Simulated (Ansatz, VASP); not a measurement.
# Two plane-wave programs on Ta

```
CELL_PARAMETERS angstrom
3.06162 0.00000 0.00000
-1.53081 2.65144 0.00000
0.00000 0.00000 4.96917
ATOMIC_POSITIONS crystal
Ta 0.33333 0.66667 0.25000
Ta 0.66667 0.33333 0.75000
```

Alike in both runs: task single point; functional PBEsol; k mesh 6 × 6 × 4; occupations gaussian, width 0.1 eV; no spin polarisation.

```csv
,VASP,Ansatz
version,VASP 6.6.1,Ansatz 0.2.0
potentials or method,"VASP PAW PBE potentials, release 64 (Ta_pv), cutoff 500 eV","scalar-relativistic, plane waves, PAW"
valence electrons in the cell,22,26
```

|  | VASP | Ansatz | Ansatz less VASP |
| --- | --- | --- | --- |
| gap on the k mesh at the Fermi level (eV) | none | none | - |
| pressure (GPa) | -17.4 | -17.4 | 0.00 |
| traceless stress, the component that is largest in VASP (GPa) | 5.95 | 5.93 | -0.018 |

VASP's potentials were made for PBE, not for PBEsol. A gap of «none» marks a metal or a gap that the smearing closes. VASP's potentials hold 22 valence electrons a cell and Ansatz's 26, so a difference there can come from the potentials and not from the codes.

The k mesh is coarse, so the values compare programs but aren't converged. Spin-orbit coupling is off throughout.
